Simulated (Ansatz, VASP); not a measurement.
**ZnO in VASP and in Ansatz**

The input INCAR:

```
ALGO = Normal ; EDIFF = 1E-6
ENCUT = 910 ; GGA = PE
GGA_COMPAT = False ; ISIF = 2
ISMEAR = 0 ; LASPH = True
LCHARG = False ; LREAL = False
LWAVE = False ; NBANDS = 26
NELM = 120 ; PREC = Accurate
SIGMA = 0.027000000000000003
```

The input KPOINTS:

```
k-points
0
Gamma
  9 9 5
```

The input POSCAR:

```
ZnO
1.0
    3.2493080000      0.0000000000      0.0000000000
   -1.6246540000      2.8139832727      0.0000000000
    0.0000000000      0.0000000000      5.2057090000
Zn O
2 2
Direct
    0.6666666667      0.3333333333      0.0000000000
    0.3333333333      0.6666666667      0.5000000000
    0.3333333333      0.6666666667      0.8790100000
    0.6666666667      0.3333333333      0.3790100000
```

File input.yaml:

```yaml
crystal:
  lattice:
    - [3.249308, 0.0, 0.0]
    - [-1.624654, 2.8139832727, 0.0]
    - [0.0, 0.0, 5.205709]
  atoms:
    - { symbol: Zn, position: [0.6666666667, 0.3333333333, 0.0] }
    - { symbol: Zn, position: [0.3333333333, 0.6666666667, 0.5] }
    - { symbol: O, position: [0.3333333333, 0.6666666667, 0.87901] }
    - { symbol: O, position: [0.6666666667, 0.3333333333, 0.37901] }
hamiltonian:
  xc: pbe
  pseudopotentials: { kind: paw }
kpoints:
  mp_grid: { grid: [9, 9, 5] }
scf:
  occupations: { method: gaussian, width: 0.027 }
output:
  forces: true
  stress: true
  eigenvalues: true
```

Alike in both runs: task single point; functional PBE; k mesh 9 × 9 × 5; occupations gaussian, width 0.027 eV; no spin polarisation.

```csv
,VASP,Ansatz
version,VASP 6.6.1,Ansatz 0.2.0
potentials or method,"VASP PAW PBE potentials, release 64 (Zn, O_h)",Ansatz PAW
plane-wave cutoff (eV),910,420
valence electrons in the cell,36,36
```

VASP gave:

- gap on the k mesh at the Fermi level (eV): 0.79
- least direct gap on the mesh (eV): 0.79
- rms of the force components (eV/Å): 0.043

**Question.** Which values does Ansatz return?

**Answer.** gap on the k mesh at the Fermi level (eV): 0.80; least direct gap on the mesh (eV): 0.80; rms of the force components (eV/Å): 0.040.

Atom by atom the forces differ by 0.002 eV/Å (rms over components). The functional is the same, so the differences come from potentials, cutoffs and numerics.

Noted on VASP's run: the cutoff is short for stress, so the pressure is rough. Noted on Ansatz's run: odd divisions of the mesh miss points on the zone boundary, where band edges often lie, so the gap on the mesh can be too wide.
